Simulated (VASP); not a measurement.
# LiH in VASP: notebook, part 2 of 3

VASP 6.6.1.

### Step 3. Single point, PBE (uniaxial z strain -0.5%)

File INCAR:

```
SYSTEM = LiH
  PREC = Accurate
  ENCUT = 520
  EDIFF = 1E-6
  ISMEAR = 0
  SIGMA = 0.01
  LREAL = .FALSE.
  LASPH = .TRUE.
  NELM = 60
  ALGO = Normal
  ISIF = 2
  LWAVE = .FALSE.
  LCHARG = .FALSE.
  GGA = PE
  NBANDS = 9
```

File KPOINTS:

```
regular mesh
0
G
  6 6 6
  0 0 0
```

File POSCAR:

```
LiH
1.0
    0.0000000000      2.0029948411      1.9929798669
    2.0029948411      0.0000000000      1.9929798669
    2.0029948411      2.0029948411      0.0000000000
Li H
1 1
Direct
    0.0000000000      0.0000000000      0.0000000000
    0.5000000000      0.5000000000      0.5000000000
```

Potentials or basis: VASP PAW PBE potentials, release 64 (Li_sv, H).

Started as:

```sh
$ cat potpaw_PBE.64/Li_sv/POTCAR potpaw_PBE.64/H/POTCAR > POTCAR
$ mpirun -np 1 vasp_std > vasp.out
```

OUTCAR:

```text
SYSTEM = LiH
   PREC = Accurate
   ENCUT = 520
   EDIFF = 1E-6
   ISMEAR = 0
   LREAL = .FALSE.
   LASPH = .TRUE.
   NELM = 60
   ISIF = 2
   GGA = PE

 ion  position               nearest neighbor table
   1  0.000  0.000  0.000-
   2  0.500  0.500  0.500-

  LATTYP: Found a body centered tetragonal cell.
 ALAT       =     2.8326624696
 C/A-ratio  =     1.4071424946

  Lattice vectors:

 A1 = (   0.0000000000,  -2.0029948411,  -1.9929798669)
 A2 = (   0.0000000000,   2.0029948411,  -1.9929798669)
 A3 = (   2.0029948411,   0.0000000000,   1.9929798669)

Analysis of symmetry for initial positions (statically):
=====================================================================
 Subroutine PRICEL returns:
 Original cell was already a primitive cell.

 Routine SETGRP: Setting up the symmetry group for a
 body centered tetragonal supercell.

 Subroutine GETGRP returns: Found 16 space group operations
 (whereof 16 operations were pure point group operations)
 out of a pool of 16 trial point group operations.

The static configuration has the point symmetry D_4h.

Analysis of symmetry for dynamics (positions and initial velocities):
=====================================================================
 Subroutine PRICEL returns:
 Original cell was already a primitive cell.

 Routine SETGRP: Setting up the symmetry group for a
 body centered tetragonal supercell.

 Subroutine GETGRP returns: Found 16 space group operations
 (whereof 16 operations were pure point group operations)
 out of a pool of 16 trial point group operations.

The dynamic configuration has the point symmetry D_4h.

 Subroutine INISYM returns: Found 16 space group operations
 (whereof 16 operations are pure point group operations),
 and found     1 'primitive' translations

----------------------------------------------------------------------------------------

                                     Primitive cell

  volume of cell :      15.9916

  direct lattice vectors                    reciprocal lattice vectors
     0.000000000  2.002994841  1.992979867    -0.249626205  0.249626205  0.250880608
     2.002994841  0.000000000  1.992979867     0.249626205 -0.249626205  0.250880608
     2.002994841  2.002994841  0.000000000     0.249626205  0.249626205 -0.250880608

  length of vectors
     2.825589688  2.825589688  2.832662470     0.433090710  0.433090710  0.433090710

  position of ions in fractional coordinates (direct lattice)
     0.000000000  0.000000000  0.000000000
     0.500000000  0.500000000  0.500000000

  ion indices of the primitive-cell ions
   primitive index   ion index
                 1           1
                 2           2

----------------------------------------------------------------------------------------

 KPOINTS: regular mesh

Automatic generation of k-mesh.
 Grid dimensions read from file:
 generate k-points for:    6    6    6

 Generating k-lattice:

  Cartesian coordinates                     Fractional coordinates (reciprocal lattice)
    -0.041604367  0.041604367  0.041813435     0.166666667 -0.000000000  0.000000000
     0.041604367 -0.041604367  0.041813435    -0.000000000  0.166666667  0.000000000
     0.041604367  0.041604367 -0.041813435     0.000000000  0.000000000  0.166666667

  Length of vectors
     0.072181785  0.072181785  0.072181785

  Shift w.r.t. Gamma in fractional coordinates (k-lattice)
     0.000000000  0.000000000  0.000000000

 Subroutine IBZKPT returns following result:
 ===========================================

 Found     30 irreducible k-points:

 Following reciprocal coordinates:
            Coordinates               Weight
  0.000000  0.000000  0.000000      1.000000
  0.166667 -0.000000  0.000000      8.000000
  0.333333 -0.000000  0.000000      8.000000
  0.500000 -0.000000  0.000000      4.000000
  0.166667  0.166667  0.000000      2.000000
  0.333333  0.166667  0.000000      8.000000
[... 16 lines left out ...]
  0.333333  0.000000  0.333333      4.000000
  0.500000  0.000000  0.333333     16.000000
 [... further k-points ...]
   k-points           NKPTS =     30   k-points in BZ     NKDIM =     30   number of bands    NBANDS=      9
   number of dos      NEDOS =    301   number of ions     NIONS =      2
   total plane-waves  NPLWV =  13824
   dimension x,y,z NGX =    24 NGY =   24 NGZ =   24
   dimension x,y,z NGXF=    48 NGYF=   48 NGZF=   48
   ions per type =               1   1
   NGX,Y,Z   is equivalent  to a cutoff of  14.12, 14.12, 14.09 a.u.
   NGXF,Y,Z  is equivalent  to a cutoff of  28.24, 28.24, 28.17 a.u.
 SYSTEM =  LiH
   PREC   = accura    normal or accurate (medium, high low for compatibility)
   ISTART =      0    job   : 0-new  1-cont  2-samecut
   ICHARG =      2    charge: 1-file 2-atom 10-const
   ISPIN  =      1    spin polarized calculation?
   LNONCOLLINEAR =      F non collinear calculations
   LSORBIT =      F    spin-orbit coupling
   LASPH  =      T    aspherical Exc in radial PAW
   ENCUT  =  520.0 eV  38.22 Ry    6.18 a.u.   5.25  5.25  5.27*2*pi/ulx,y,z
   NELM   =     60;   NELMIN=  2; NELMDL= -5     # of ELM steps
   EDIFF  = 0.1E-05   stopping-criterion for ELM
   LREAL  =      F    real-space projection
   EDIFFG = 0.1E-04   stopping-criterion for IOM
   NSW    =      0    number of steps for IOM
   IBRION =     -1    ionic relax: 0-MD 1-quasi-New 2-CG
   NFREE  =      0    steps in history (QN), initial steepest desc. (CG)
   ISIF   =      2    stress and relaxation
   ISYM   =      2    0-nonsym 1-usesym 2-fastsym
   POTIM  = 0.5000    time-step for ionic-motion
   TEBEG  =    0.0;   TEEND  =   0.0 temperature during run
   PSTRESS=    0.0 pullay stress
   NELECT =       4.0000    total number of electrons
   NUPDOWN=      -1.0000    fix difference up-down
   EMIN   =  10.00;   EMAX   =-10.00  energy-range for DOS
   EFERMI =   0.00;   METHOD = LEGACY
   ISMEAR =     0;   SIGMA  =   0.01  broadening in eV -4-tet -1-fermi 0-gaus
   EFERMI_NEDOS =   21; number of points for ismear=-14 and -15
   IALGO  =     38    algorithm
   IMIX   =      4    mixing-type and parameters
     AMIX     =   0.40;   BMIX     =  1.00
     AMIX_MAG =   1.60;   BMIX_MAG =  1.00
  volume/ion in A,a.u.               =       8.00        53.96
  Fermi-wavevector in a.u.,A,eV,Ry     =   1.031488  1.949229 14.476143  1.063966
  Thomas-Fermi vector in A             =   2.165638
   LORBIT       =      0    0 simple, 1 ext, 2 COOP (PROOUT), +10 PAW based schemes
   GGA     = PE    functional components
   LHFCALC =     F    Hartree Fock is set to
   AEXX    =    0.0000 exact exchange contribution
   IVDW    =     0    specifies the selected vdW correction
   LEPSILON=     F    determine dielectric tensor
   LRPA    =     F    only Hartree local field effects (RPA)
 non-spin polarized calculation
 Gauss-broadening in eV      SIGMA  =   0.01
  energy-cutoff  :      520.00
  volume of cell :       15.99
 maximum number of plane-waves:       444
 NGX is ok and might be reduce to    24
   NGX = 11   NGY = 11   NGZ = 11

 number of electron       3.9999996 magnetization

 Free energy of the ion-electron system (eV)
  ---------------------------------------------------
  ext. energy  EPLUGINS =         0.00000000
  ---------------------------------------------------
  free energy    TOTEN  =        -6.12593653 eV

  energy without entropy =       -6.12593653  energy(sigma->0) =       -6.12593653

 E-fermi :   0.2681     XC(G=0):  -8.5330

 val. band max:        0.1515602138   @ k =   0.5000   0.5000   0.0000
 cond. band min:       3.0760767357   @ k =   0.5000   0.0000   0.5000
 fundamental gap:      2.9245165219
 Fermi energy:         0.2680663078

 k-point     1 :       0.0000    0.0000    0.0000
  band No.  band energies     occupation
      1     -44.1618      2.00000
      2      -5.3343      2.00000
      3      16.3101      0.00000
      4      18.0572      0.00000
      5      18.1003      0.00000
      6      18.1003      0.00000
      7      22.8055      0.00000
      8      22.8055      0.00000
      9      22.8341      0.00000

 k-point     2 :       0.1667   -0.0000    0.0000
  band No.  band energies     occupation
      1     -44.1501      2.00000
      2      -4.8473      2.00000
      3      12.6722      0.00000
      4      16.2263      0.00000
      5      17.2525      0.00000
      6      17.2668      0.00000
      7      22.7053      0.00000
      8      24.0040      0.00000
      9      24.1345      0.00000
[... 253 lines left out ...]
 k-point    24 :       0.5000    0.0000    0.3333
  band No.  band energies     occupation
      1     -44.1038      2.00000
      2      -0.9788      2.00000
      3       4.8307      0.00000
      4       9.0065      0.00000
      5      11.7566      0.00000
      6      16.5817      0.00000
      7      18.9173      0.00000
      8      29.9335      0.00000
      9      31.4277      0.00000

 [... further k-points ...]
[... 5 lines left out ...]
  --------------------------------------------------------------------------------------
  -------------------------------------------------------------------------------------
  Total       -0.0119441     -0.0119441      0.0237492      0.0000000      0.0000000      0.0000000
  in kB       -1.1966630     -1.1966630      2.3793960      0.0000000      0.0000000      0.0000000
  external PRESSURE =      -0.0046433 kB  Pullay stress =       0.0000000 kB

 VOLUME and BASIS-vectors are now :
 -----------------------------------------------------------------------------
  energy-cutoff  :      520.00
  volume of cell :       15.99
      direct lattice vectors                 reciprocal lattice vectors
     0.000000000  2.002994841  1.992979867    -0.249626205  0.249626205  0.250880608
     2.002994841  0.000000000  1.992979867     0.249626205 -0.249626205  0.250880608
     2.002994841  2.002994841  0.000000000     0.249626205  0.249626205 -0.250880608

 POSITION                                       TOTAL-FORCE (eV/Angst)
 -----------------------------------------------------------------------------------
      0.00000      0.00000      0.00000        -0.000000     -0.000000      0.000000
      2.00299      2.00299      1.99298         0.000000      0.000000      0.000000
 -----------------------------------------------------------------------------------
    total drift:                                0.000000     -0.000000     -0.000000

  FREE ENERGIE OF THE ION-ELECTRON SYSTEM (eV)
  ---------------------------------------------------
  free  energy   TOTEN  =        -6.1259365322 eV

  energy  without entropy=       -6.1259365322  energy(sigma->0) =       -6.12593653
```

OSZICAR:

```text
N       E                     dE             d eps       ncg     rms          rms(c)
DAV:   1    -0.117283002594E+01   -0.11728E+01   -0.12878E+03   548   0.390E+02
DAV:   2    -0.629267058502E+01   -0.51198E+01   -0.50860E+01   720   0.573E+01
DAV:   3    -0.636922141003E+01   -0.76551E-01   -0.76498E-01   639   0.600E+00
DAV:   4    -0.636954449694E+01   -0.32309E-03   -0.32305E-03   756   0.394E-01
DAV:   5    -0.636954501530E+01   -0.51836E-06   -0.51838E-06   681   0.130E-02    0.288E+00
DAV:   6    -0.618612810631E+01    0.18342E+00   -0.14966E-01   632   0.120E+00    0.145E+00
DAV:   7    -0.612424373815E+01    0.61884E-01   -0.19363E-01   612   0.153E+00    0.219E-01
DAV:   8    -0.612600762302E+01   -0.17639E-02   -0.41657E-03   647   0.431E-01    0.396E-02
DAV:   9    -0.612594419465E+01    0.63428E-04   -0.13763E-04   711   0.467E-02    0.599E-03
DAV:  10    -0.612593744359E+01    0.67511E-05   -0.50948E-06   607   0.159E-02    0.205E-03
DAV:  11    -0.612593653221E+01    0.91139E-06   -0.15735E-07   414   0.183E-03
   1 F= -.61259365E+01 E0= -.61259365E+01  d E =-.293273E-63
```

stdout:

```text
POSCAR found type information on POSCAR LiH
 POSCAR found :  2 types and       2 ions
 scaLAPACK will be used
 LDA part: xc-table for (Slater+PW92), standard interpolation
 POSCAR, INCAR and KPOINTS ok, starting setup
 FFT: planning ... GRIDC
 FFT: planning ... GRID_SOFT
 FFT: planning ... GRID
 WAVECAR not read
 entering main loop
```

Wall time 8.8 s (1 thread of Intel Xeon 8259CL, shared host); peak memory 0.13 GiB.

Results:

```
Free energy            : -6.1259 eV
Band gap on the k mesh : 2.92 eV (least direct gap 2.96 eV)
```

Caveat: the k points lie up to 0.45 Å⁻¹ apart; the cell differs from its parent crystal (uniaxial z strain -0.5%); the cutoff is under 1.25 times the usual one of these potentials, so pressure, stress and relaxed cells hold a basis-set (Pulay) error. A k mesh can miss the band edges.

(Part 2 of 3 ends here.)
